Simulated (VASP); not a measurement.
Crystal: Cd.

```
Cd
1.0
     2.87000    0.00000    0.00000
     0.00000    2.87000    0.00000
     0.00000    0.00000    2.87000
Cd
1
Direct
  0.00000 0.00000 0.00000
```

```yaml
Program: VASP 6.6.1
Task: relaxation of cell and atoms
Functional: r2SCAN
Potentials_or_basis: VASP PAW PBE potentials, release 64 (Cd)
Cutoff: 600 eV
k_mesh: 6 × 6 × 6
Occupations: gaussian, width 0.1 eV
Spin: no spin polarisation
```

At the start: pressure 5.3 GPa; volume 23.64 Å³/atom.

Problem. How do energy, volume and symmetry change on relaxing?

Solution. Over 3 steps the energy falls by 37.6 meV/atom and the volume is 26.15 Å³/atom (+10.6 %); space group Pm-3m (No. 221, to 0.05 Å).

Step by step:
```
step  energy change (eV)  largest force (eV/Å)  pressure (GPa)  volume (Å³)
   1              0.0000                0.0000            5.33        23.64
   2             -0.0372                0.0000           -0.41        26.43
   3             -0.0376                0.0000            0.02        26.15
```

Final structure:
```cif
data_structure
_symmetry_space_group_name_H-M 'P 1'
_symmetry_Int_Tables_number 1
_cell_length_a 2.9681
_cell_length_b 2.9681
_cell_length_c 2.9681
_cell_angle_alpha 90.000
_cell_angle_beta 90.000
_cell_angle_gamma 90.000
_cell_volume 26.15
loop_
_atom_site_label
_atom_site_type_symbol
_atom_site_fract_x
_atom_site_fract_y
_atom_site_fract_z
_atom_site_occupancy
Cd1 Cd 0.00000 0.00000 0.00000 1
```

Caveat: the k points lie up to 0.35 Å⁻¹ apart in the final cell; the PAW data sets were made with another functional, which shifts forces and pressure a little.
